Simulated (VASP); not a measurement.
A run of VASP 6.6.1 is set up as follows.

File INCAR:

```
SYSTEM = N
PREC = Accurate
ENCUT = 1330
EDIFF = 1E-7
ISMEAR = -1
SIGMA = 0.05
LREAL = .FALSE.
LASPH = .TRUE.
NELM = 120
ALGO = Normal
ISIF = 3
LWAVE = .FALSE.
LCHARG = .FALSE.
GGA = PE
IBRION = 2
NSW = 100
EDIFFG = -0.005
GGA_COMPAT = .FALSE.
NELMIN = 4
```

KPOINTS

```
regular mesh
0
G
  19 19 10
  0 0 0
```

Contents of POSCAR:

```
N
1.0
    2.5123336524      0.0000000000      0.0000000000
   -1.2561668262      2.1757447658      0.0000000000
    0.0000000000      0.0000000000      4.0699805169
N
2
Direct
    0.3333333333      0.6666666667      0.2500000000
    0.6666666667      0.3333333333      0.7500000000
```

Potentials or basis: VASP PAW PBE potentials, release 64 (N_h).

Launch:

```sh
$ cat potpaw_PBE.64/N_h/POTCAR > POTCAR
$ mpirun -np 1 vasp_std > vasp.out
```

Predict the space group after relaxing (to 0.1 Å).

P6_3/mmc (No. 194).

What does it give for the relaxed volume?

9.44 Å³/atom.

Final structure:
```
CELL_PARAMETERS angstrom
1.91524 0.00000 0.00000
-0.95762 1.65865 0.00000
0.00000 0.00000 5.94325
ATOMIC_POSITIONS crystal
N 0.33333 0.66667 0.25000
N 0.66667 0.33333 0.75000
```

Caveat: the volume moved by over 15 % at a fixed basis, so the end points are rough; this functional lacks dispersion, which binds layers or chains, so the pressure and a relaxed spacing across them are unreliable.
